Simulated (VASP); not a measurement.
Input of a VASP 6.6.1 run:

INCAR

```
  ALGO = Normal
  EDIFF = 1E-7
  ENCUT = 520
  GGA = PS
  ISIF = 2
  ISMEAR = -1
  LASPH = T
  LCHARG = T
  LELF = T
  LREAL = F
  LVHAR = T
  LWAVE = F
  NBANDS = 10
  NELM = 80
  PREC = Accurate
  SIGMA = 0.05
```

The input KPOINTS:

```
k-points
0
Gamma
  15 15 15
```

The input POSCAR:

```
Ir
1.0
    0.0000000000      1.8621090000      1.9197000000
    1.8621090000      0.0000000000      1.9197000000
    1.8621090000      1.8621090000      0.0000000000
Ir
1
Direct
    0.0000000000      0.0000000000      0.0000000000
```

Potentials or basis: VASP PAW PBE potentials, release 64 (Ir).

Command:

```sh
$ cat potpaw_PBE.64/Ir/POTCAR > POTCAR
$ mpirun -np 1 vasp_std > vasp.out
```

Question: Predict the pressure.

Answer: 25.5 GPa.

Stress tensor (GPa, compression positive):
```
30.27  0.00  0.00
 0.00 30.27  0.00
 0.00  0.00 15.88
```

Caveat: the cell differs from its parent crystal (equal xx and yy strain of -3 %); the PAW data sets were made with another functional, which shifts forces and pressure a little.
